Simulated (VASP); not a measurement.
Set up this calculation in VASP 6.6.1, as the native input.

```yaml
Task: single point
Functional: PBE
Potentials_or_basis: VASP PAW PBE potentials, release 64 (Sn_d, Sb, C)
Cutoff: 520 eV
k_mesh: 3 × 3 × 6
Occupations: gaussian, width 0.1 eV
Spin: no spin polarisation
Dipole_correction: no
Further_INCAR_settings: ALGO = Normal; EDIFF = 1e-06; NBANDS = 27
```

The structure of SnSb2C3 lies in POSCAR:

```
SnSb2C3
1.0
    5.9733881807      0.0000000000      0.0000000000
   -2.9866940903      5.1731059111      0.0000000000
    0.0000000000      0.0000000000      3.2027635785
Sn Sb C
1 2 3
Direct
    0.0000000000      0.0000000000      0.0000000000
    0.3333333333      0.6666666667      0.0000000000
    0.6666666667      0.3333333333      0.0000000000
    0.5000000000      0.0000000000      0.5000000000
    0.5000000000      0.5000000000      0.5000000000
    0.0000000000      0.5000000000      0.5000000000
```

The cell was generated, and may not be a known phase.

The input as run:

INCAR

```
SYSTEM = SnSb2C3
PREC     = Accurate       ! precision mode
ENCUT    = 520            ! plane-wave cutoff, eV
EDIFF    = 1E-6           ! SCF threshold, eV
ISMEAR   = 0              ! smearing method
SIGMA    = 0.1            ! smearing width, eV
LREAL    = .FALSE.        ! projectors in reciprocal space
LASPH    = .TRUE.         ! aspherical terms in the spheres
NELM     = 80             ! most SCF steps
ALGO     = Normal         ! electronic algorithm
ISIF     = 2              ! what is computed and relaxed
LWAVE    = .FALSE.        ! write WAVECAR
LCHARG   = .TRUE.         ! write CHGCAR
GGA      = PE             ! functional
LELF     = .TRUE.         ! ELF
LVHAR    = .TRUE.       
NBANDS   = 27             ! bands
```

KPOINTS

```
Automatic mesh
0
G
  3 3 6
  0 0 0
```

Potentials or basis: VASP PAW PBE potentials, release 64 (Sn_d, Sb, C).

Run with:

```bash
$ cat potpaw_PBE.64/Sn_d/POTCAR potpaw_PBE.64/Sb/POTCAR potpaw_PBE.64/C/POTCAR > POTCAR
$ mpirun -np 1 vasp_std > vasp.out
```

Results of the run:

```yaml
Pressure: -0.2 GPa
Band_gap_on_the_k_mesh: zero (bands 18 and 19 overlap by 1.74 eV)
```

Caveat: the k points lie up to 0.40 Å⁻¹ apart, too coarse for converged energies and pressures of a metal; spin-orbit coupling is left out, which moves the levels of the heavy elements.

Wall time 30 s on 1 thread of Oxide Virtual Turin-like Processor, on a shared host, peak memory 0.2 GiB.
